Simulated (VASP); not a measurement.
## I: relaxation of shape and atoms at fixed volume with PBE

Crystal: I.

```
CELL_PARAMETERS angstrom
2.15551 -1.24448 3.52661
0.00000 2.48897 3.52661
-2.15551 -1.24448 3.52661
ATOMIC_POSITIONS crystal
I 0.25000 0.25000 0.25000
I 0.75000 0.75000 0.75000
```

```yaml
Program: VASP 6.6.1
Task: relaxation of shape and atoms at fixed volume
Functional: PBE
Potentials_or_basis: VASP PAW PBE potentials, release 64 (I)
Cutoff: 600 eV
k_mesh: 11 × 11 × 11
Occupations: fermi-dirac, width 0.1 eV
Spin: no spin polarisation
Dipole_correction: no
Further_INCAR_settings: ALGO = Normal; EDIFF = 1e-06; IBRION = 2; EDIFFG = -0.005; NSW = 50; ISIF = 4
```

* Energy gained by relaxing: 353.8 meV/atom
* Ionic steps: 19
* Pressure after relaxing: 9.2 GPa
* Band gap on the k mesh: zero (bands 7 and 8 overlap by 2.20 eV)

The path:
```
step  energy change (eV)  largest force (eV/Å)  pressure (GPa)  volume (Å³)
   1              0.0000                0.0000           23.59        56.76
   2              0.0000                0.0000           23.59        56.76
   3             -0.0001                0.0000           23.59        56.76
   4             -0.0004                0.0000           23.59        56.76
   5             -0.0014                0.0000           23.57        56.76
   6             -0.0056                0.0000           23.51        56.76
   7             -0.0214                0.0000           23.29        56.76
   8             -0.0825                0.0000           22.43        56.76
   9             -0.2981                0.0000           19.21        56.76
  10             -0.6552                0.0000           11.50        56.76
  11             -0.6569                0.0000           13.79        56.76
  12             -0.7064                0.0000            8.87        56.76
  13             -0.7067                0.0000            8.91        56.76
  14             -0.7038                0.0000            9.71        56.76
  15             -0.7070                0.0000            8.98        56.76
  16             -0.7076                0.0000            9.26        56.76
  17             -0.7076                0.0000            9.14        56.76
  18             -0.6768                0.0000           10.82        56.76
  19             -0.7076                0.0000            9.17        56.76
```

Final structure:
```
I
1.0
     1.75195   -1.01149    5.33841
     0.00000    2.02298    5.33841
    -1.75195   -1.01149    5.33841
I
2
Direct
  0.25000 0.25000 0.25000
  0.75000 0.75000 0.75000
```

Levels at points of the mesh, in eV from the Fermi level:
```csv
k point,band 5,band 6,band 7,band 8,band 9,band 10
"(0.00, 0.00, 0.00)",-0.11,1.23,1.23,1.96,5.94,8.39
```

It took 24 min on 1 thread of Intel Xeon 8259CL (shared host), peak memory 0.28 GiB.

Caveat: a cell axis changed by over 15 % at a fixed basis, so the end point is rough; spin-orbit coupling is left out, which moves the levels of the heavy elements.
